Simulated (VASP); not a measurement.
# AlP (F-43m) in VASP: notebook

Runs on AlP. Level: LDA. Tasks: single point, relaxation of cell and atoms.

All numbers are computed with VASP 6.6.1; they aren't measurements. Logs are shortened: lines on timing, memory, paths and dates and some standing lists are left out, and cuts for length are marked.

## Step 1: The cell of the first run

It takes space group F-43m (No. 216, cubic). Conventional cell: a = 5.435 Å, b = 5.435 Å, c = 5.435 Å, α = 90.00°, β = 90.00°, γ = 90.00°. Within 3.1 Å of Al (site symmetry -43m) lie 4 P at 2.35 Å. Within 3.1 Å of P (site symmetry -43m) lie 4 Al at 2.35 Å.

## Step 2: Single point, LDA

Input file INCAR:

```
PREC     = Accurate       # precision mode
ENCUT    = 500            # plane-wave cutoff, eV
EDIFF    = 1E-6           # SCF threshold, eV
ISMEAR   = -1             # smearing method
SIGMA    = 0.02           # smearing width, eV
LREAL    = F              # projectors in reciprocal space
LASPH    = T              # aspherical terms in the spheres
NELM     = 120            # most SCF steps
ALGO     = Normal         # electronic algorithm
ISIF     = 2              # what is computed and relaxed
LWAVE    = F              # write WAVECAR
LCHARG   = F              # write CHGCAR
NBANDS   = 11             # bands
GGA_COMPAT= F
```

Input file KPOINTS:

```
regular mesh
0
Gamma
  6 6 6
```

Input file POSCAR:

```
AlP
1.0
    0.0000000000      2.7172767118      2.7172767118
    2.7172767118      0.0000000000      2.7172767118
    2.7172767118      2.7172767118      0.0000000000
Al P
1 1
Direct
    0.0000000000      0.0000000000      0.0000000000
    0.2500000000      0.2500000000      0.2500000000
```

Potentials or basis: VASP PAW LDA potentials, release 64 (Al, P).

Launch:

```
> cat potpaw_LDA.64/Al/POTCAR potpaw_LDA.64/P/POTCAR > POTCAR
> mpirun -np 1 vasp_std > vasp.out
```

OUTCAR:

```text
PREC = Accurate
   ENCUT = 500
   EDIFF = 1E-6
   ISMEAR = -1
   LREAL = F
   LASPH = T
   NELM = 120
   ISIF = 2

 ion  position               nearest neighbor table
   1  0.000  0.000  0.000-   2 2.35   2 2.35   2 2.35   2 2.35
   2  0.250  0.250  0.250-   1 2.35   1 2.35   1 2.35   1 2.35

  LATTYP: Found a face centered cubic cell.
 ALAT       =     5.4345534236

  Lattice vectors:

 A1 = (   0.0000000000,   2.7172767118,   2.7172767118)
 A2 = (   2.7172767118,   0.0000000000,   2.7172767118)
 A3 = (   2.7172767118,   2.7172767118,   0.0000000000)

Analysis of symmetry for initial positions (statically):
=====================================================================
 Subroutine PRICEL returns:
 Original cell was already a primitive cell.

 Routine SETGRP: Setting up the symmetry group for a
 face centered cubic supercell.

 Subroutine GETGRP returns: Found 24 space group operations
 (whereof 24 operations were pure point group operations)
 out of a pool of 48 trial point group operations.

The static configuration has the point symmetry T_d .

Analysis of symmetry for dynamics (positions and initial velocities):
=====================================================================
 Subroutine PRICEL returns:
 Original cell was already a primitive cell.

 Routine SETGRP: Setting up the symmetry group for a
 face centered cubic supercell.

 Subroutine GETGRP returns: Found 24 space group operations
 (whereof 24 operations were pure point group operations)
 out of a pool of 48 trial point group operations.

The dynamic configuration has the point symmetry T_d .

 Subroutine INISYM returns: Found 24 space group operations
 (whereof 24 operations are pure point group operations),
 and found     1 'primitive' translations

----------------------------------------------------------------------------------------

                                     Primitive cell

  volume of cell :      40.1265

  direct lattice vectors                    reciprocal lattice vectors
     0.000000000  2.717276712  2.717276712    -0.184007760  0.184007760  0.184007760
     2.717276712  0.000000000  2.717276712     0.184007760 -0.184007760  0.184007760
     2.717276712  2.717276712  0.000000000     0.184007760  0.184007760 -0.184007760

  length of vectors
     3.842809579  3.842809579  3.842809579     0.318710789  0.318710789  0.318710789

  position of ions in fractional coordinates (direct lattice)
     0.000000000  0.000000000  0.000000000
     0.250000000  0.250000000  0.250000000

  ion indices of the primitive-cell ions
   primitive index   ion index
                 1           1
                 2           2

----------------------------------------------------------------------------------------

 KPOINTS: regular mesh

Automatic generation of k-mesh.
 Grid dimensions read from file:
 generate k-points for:    6    6    6

 Generating k-lattice:

  Cartesian coordinates                     Fractional coordinates (reciprocal lattice)
    -0.030667960  0.030667960  0.030667960     0.166666667  0.000000000  0.000000000
     0.030667960 -0.030667960  0.030667960     0.000000000  0.166666667  0.000000000
     0.030667960  0.030667960 -0.030667960     0.000000000  0.000000000  0.166666667

  Length of vectors
     0.053118465  0.053118465  0.053118465

  Shift w.r.t. Gamma in fractional coordinates (k-lattice)
     0.000000000  0.000000000  0.000000000

 Subroutine IBZKPT returns following result:
 ===========================================

 Found     16 irreducible k-points:

 Following reciprocal coordinates:
            Coordinates               Weight
  0.000000  0.000000  0.000000      1.000000
  0.166667  0.000000  0.000000      8.000000
  0.333333  0.000000  0.000000      8.000000
  0.500000  0.000000  0.000000      4.000000
  0.166667  0.166667  0.000000      6.000000
  0.333333  0.166667  0.000000     24.000000
[... 8 lines left out ...]
 -0.333333  0.333333  0.166667     24.000000
 -0.333333  0.500000  0.166667     12.000000
   k-points           NKPTS =     16   k-points in BZ     NKDIM =     16   number of bands    NBANDS=     11
   number of dos      NEDOS =    301   number of ions     NIONS =      2
   total plane-waves  NPLWV =  21952
   dimension x,y,z NGX =    28 NGY =   28 NGZ =   28
   dimension x,y,z NGXF=    56 NGYF=   56 NGZF=   56
   ions per type =               1   1
   NGX,Y,Z   is equivalent  to a cutoff of  12.11, 12.11, 12.11 a.u.
   NGXF,Y,Z  is equivalent  to a cutoff of  24.23, 24.23, 24.23 a.u.
 SYSTEM =  unknown system
   PREC   = accura    normal or accurate (medium, high low for compatibility)
   ISTART =      0    job   : 0-new  1-cont  2-samecut
   ICHARG =      2    charge: 1-file 2-atom 10-const
   ISPIN  =      1    spin polarized calculation?
   LNONCOLLINEAR =      F non collinear calculations
   LSORBIT =      F    spin-orbit coupling
   LASPH  =      T    aspherical Exc in radial PAW
   ENCUT  =  500.0 eV  36.75 Ry    6.06 a.u.   7.01  7.01  7.01*2*pi/ulx,y,z
   NELM   =    120;   NELMIN=  2; NELMDL= -5     # of ELM steps
   EDIFF  = 0.1E-05   stopping-criterion for ELM
   LREAL  =      F    real-space projection
   EDIFFG = 0.1E-04   stopping-criterion for IOM
   NSW    =      0    number of steps for IOM
   IBRION =     -1    ionic relax: 0-MD 1-quasi-New 2-CG
   NFREE  =      0    steps in history (QN), initial steepest desc. (CG)
   ISIF   =      2    stress and relaxation
   ISYM   =      2    0-nonsym 1-usesym 2-fastsym
   POTIM  = 0.5000    time-step for ionic-motion
   TEBEG  =    0.0;   TEEND  =   0.0 temperature during run
   PSTRESS=    0.0 pullay stress
   NELECT =       8.0000    total number of electrons
   NUPDOWN=      -1.0000    fix difference up-down
   EMIN   =  10.00;   EMAX   =-10.00  energy-range for DOS
   EFERMI =   0.00;   METHOD = LEGACY
   ISMEAR =    -1;   SIGMA  =   0.02  broadening in eV -4-tet -1-fermi 0-gaus
   EFERMI_NEDOS =   21; number of points for ismear=-14 and -15
   IALGO  =     38    algorithm
   IMIX   =      4    mixing-type and parameters
     AMIX     =   0.40;   BMIX     =  1.00
     AMIX_MAG =   1.60;   BMIX_MAG =  1.00
  volume/ion in A,a.u.               =      20.06       135.39
  Fermi-wavevector in a.u.,A,eV,Ry     =   0.956374  1.807284 12.444578  0.914651
  Thomas-Fermi vector in A             =   2.085296
   LORBIT       =      0    0 simple, 1 ext, 2 COOP (PROOUT), +10 PAW based schemes
   GGA     = CA    functional components
   LHFCALC =     F    Hartree Fock is set to
   AEXX    =    0.0000 exact exchange contribution
   IVDW    =     0    specifies the selected vdW correction
   LEPSILON=     F    determine dielectric tensor
   LRPA    =     F    only Hartree local field effects (RPA)
 non-spin polarized calculation
  energy-cutoff  :      500.00
  volume of cell :       40.13
 maximum number of plane-waves:      1034
   NGX = 13   NGY = 13   NGZ = 13

 number of electron       8.0000000 magnetization

 Free energy of the ion-electron system (eV)
  ---------------------------------------------------
  ext. energy  EPLUGINS =         0.00000000
  ---------------------------------------------------
  free energy    TOTEN  =       -11.40360173 eV

  energy without entropy =      -11.40360173  energy(sigma->0) =      -11.40360173

 E-fermi :   5.0125     XC(G=0):  -9.5010

 val. band max:        4.5850768141   @ k =   0.0000   0.0000   0.0000
 cond. band min:       5.9953204989   @ k =   0.5000   0.5000   0.0000
 fundamental gap:      1.4102436848
 Fermi energy:         5.0125079949

 k-point     1 :       0.0000    0.0000    0.0000
  band No.  band energies     occupation
      1      -7.0021      2.00000
      2       4.5851      2.00000
      3       4.5851      2.00000
      4       4.5851      2.00000
      5       7.8217      0.00000
      6       9.0732      0.00000
      7       9.0732      0.00000
      8       9.0732      0.00000
      9      13.4107      0.00000
     10      13.4107      0.00000
     11      14.6630      0.00000

 k-point     2 :       0.1667    0.0000    0.0000
  band No.  band energies     occupation
      1      -6.6921      2.00000
      2       2.6733      2.00000
      3       4.3366      2.00000
      4       4.3366      2.00000
      5       8.1320      0.00000
      6       9.5139      0.00000
      7       9.5139      0.00000
      8      10.1887      0.00000
      9      12.7334      0.00000
     10      12.7334      0.00000
     11      15.2583      0.00000

 k-point     3 :       0.3333    0.0000    0.0000
  band No.  band energies     occupation
      1      -5.8805      2.00000
      2       0.1628      2.00000
      3       3.9593      2.00000
      4       3.9593      2.00000
      5       7.5431      0.00000
      6       9.5539      0.00000
      7       9.5539      0.00000
      8      12.4148      0.00000
      9      13.6753      0.00000
     10      13.6753      0.00000
     11      14.7584      0.00000

 k-point     4 :       0.5000    0.0000    0.0000
  band No.  band energies     occupation
      1      -5.2688      2.00000
      2      -1.0611      2.00000
      3       3.8081      2.00000
      4       3.8081      2.00000
      5       7.3017      0.00000
      6       9.3165      0.00000
      7       9.3165      0.00000
      8      12.6884      0.00000
      9      16.1327      0.00000
     10      16.1327      0.00000
     11      16.2909      0.00000
[... 127 lines left out ...]
 k-point    14 :       0.5000    0.3333    0.1667
  band No.  band energies     occupation
      1      -5.2353      2.00000
      2       0.0924      2.00000
      3       1.8329      2.00000
      4       2.9481      2.00000
      5       8.3331      0.00000
      6       9.3289      0.00000
      7      10.0099      0.00000
      8      12.7579      0.00000
      9      13.9060      0.00000
     10      16.0156      0.00000
     11      17.9706      0.00000

 k-point    15 :      -0.3333    0.3333    0.1667
  band No.  band energies     occupation
      1      -4.7531      2.00000
      2      -0.4952      2.00000
      3       1.3689      2.00000
      4       2.5432      2.00000
      5       8.5305      0.00000
      6       9.4673      0.00000
      7      11.4203      0.00000
      8      12.1670      0.00000
      9      13.4226      0.00000
     10      16.4674      0.00000
     11      17.5117      0.00000

 k-point    16 :      -0.3333    0.5000    0.1667
  band No.  band energies     occupation
      1      -4.5432      2.00000
      2      -0.5411      2.00000
      3       1.5918      2.00000
      4       1.8359      2.00000
      5       7.7816      0.00000
      6       8.7988      0.00000
      7      12.1729      0.00000
      8      12.5375      0.00000
      9      15.7605      0.00000
     10      16.5671      0.00000
     11      17.8029      0.00000

------------------------ aborting loop because EDIFF is reached ----------------------------------------

  FORCE on cell =-STRESS in cart. coord.  units (eV):
  Direction    XX          YY          ZZ          XY          YZ          ZX
  --------------------------------------------------------------------------------------
  -------------------------------------------------------------------------------------
  Total        0.0148452      0.0148452      0.0148452      0.0000000      0.0000000      0.0000000
  in kB        0.5927401      0.5927401      0.5927401      0.0000000      0.0000000      0.0000000
  external PRESSURE =       0.5927401 kB  Pullay stress =       0.0000000 kB

 VOLUME and BASIS-vectors are now :
 -----------------------------------------------------------------------------
  energy-cutoff  :      500.00
  volume of cell :       40.13
      direct lattice vectors                 reciprocal lattice vectors
     0.000000000  2.717276712  2.717276712    -0.184007760  0.184007760  0.184007760
     2.717276712  0.000000000  2.717276712     0.184007760 -0.184007760  0.184007760
     2.717276712  2.717276712  0.000000000     0.184007760  0.184007760 -0.184007760

 POSITION                                       TOTAL-FORCE (eV/Angst)
 -----------------------------------------------------------------------------------
      0.00000      0.00000      0.00000         0.000000      0.000000      0.000000
      1.35864      1.35864      1.35864        -0.000000     -0.000000     -0.000000
 -----------------------------------------------------------------------------------
    total drift:                               -0.000000     -0.000000     -0.000000

  FREE ENERGIE OF THE ION-ELECTRON SYSTEM (eV)
  ---------------------------------------------------
  free  energy   TOTEN  =       -11.4036017254 eV

  energy  without entropy=      -11.4036017254  energy(sigma->0) =      -11.40360173
```

It took 3.4 s on 1 thread of Intel Xeon 6975P-C (Granite Rapids), shared host; peak memory 0.13 GiB.

Results:

| Item | Value |
| --- | --- |
| Free energy | -11.4036 eV |
| Pressure | 0.1 GPa |
| Band gap on the k mesh | 1.41 eV (least direct gap 3.24 eV) |

## Step 3: Relaxation of cell and atoms, LDA

This run uses another cell than the first one, of 19.90 Å³/atom.

Input file INCAR:

```
SYSTEM = AlP
PREC = Accurate
ENCUT = 500
EDIFF = 1E-7
ISMEAR = -1
SIGMA = 0.02
LREAL = .False.
LASPH = .True.
NELM = 120
ALGO = Normal
ISIF = 3
LWAVE = .False.
LCHARG = .False.
IBRION = 2
NSW = 80
EDIFFG = -0.03
GGA_COMPAT = .False.
NELMIN = 4
```

Input file KPOINTS:

```
regular mesh
0
Gamma
  6 6 6
  0 0 0
```

Input file POSCAR:

```
AlP
1.0
    0.0000000000      2.7100000000      2.7100000000
    2.7100000000      0.0000000000      2.7100000000
    2.7100000000      2.7100000000      0.0000000000
Al P
1 1
Direct
    0.0000000000      0.0000000000      0.0000000000
    0.2500000000      0.2500000000      0.2500000000
```

Potentials or basis: VASP PAW LDA potentials, release 64 (Al, P).

Launch:

```
> cat potpaw_LDA.64/Al/POTCAR potpaw_LDA.64/P/POTCAR > POTCAR
> mpirun -np 1 vasp_std > vasp.out
```

Wall time 5 s (1 thread of Intel Xeon 6975P-C (Granite Rapids), shared host); peak memory 0.13 GiB.

Results (log left out):

| Quantity | Value |
| --- | --- |
| Free energy | -11.4036 eV |
| Relaxed volume | 20.08 Å³/atom |
| Relaxed cell | a = 3.844 Å, b = 3.844 Å, c = 3.844 Å, α = 60.00°, β = 60.00°, γ = 60.00° |
| Space group after relaxing (to 0.1 Å) | F-43m (No. 216) |
| Energy gained by relaxing | 0.4 meV/atom |
| Ionic steps | 3 |
| Pressure after relaxing | 0.0 GPa |
| Band gap on the k mesh | 1.41 eV (least direct gap 3.23 eV) |

Step by step:
```tsv
step	energy change (eV)	largest force (eV/Å)	pressure (GPa)	volume (Å³)
1	0.0000	0.0000	0.80	39.81
2	-0.0005	0.0000	-0.50	40.38
3	-0.0009	0.0000	0.00	40.15
```

Final structure:
```
CELL_PARAMETERS angstrom
0.00000 2.71788 2.71788
2.71788 0.00000 2.71788
2.71788 2.71788 0.00000
ATOMIC_POSITIONS crystal
Al 0.00000 0.00000 0.00000
P 0.25000 0.25000 0.25000
```

Levels at points of the mesh, in eV from the valence-band top:
```csv
k point,band 1,band 2,band 3,band 4,band 5,band 6,band 7,band 8
"(0.00, 0.00, 0.00)",-11.58,0.00,0.00,0.00,3.23,4.49,4.49,4.49
"(0.50, 0.00, 0.00)",-9.85,-5.64,-0.78,-0.78,2.71,4.73,4.73,8.10
"(0.50, 0.50, 0.00)",-9.17,-5.40,-2.15,-2.15,1.41,2.32,11.00,11.00
```
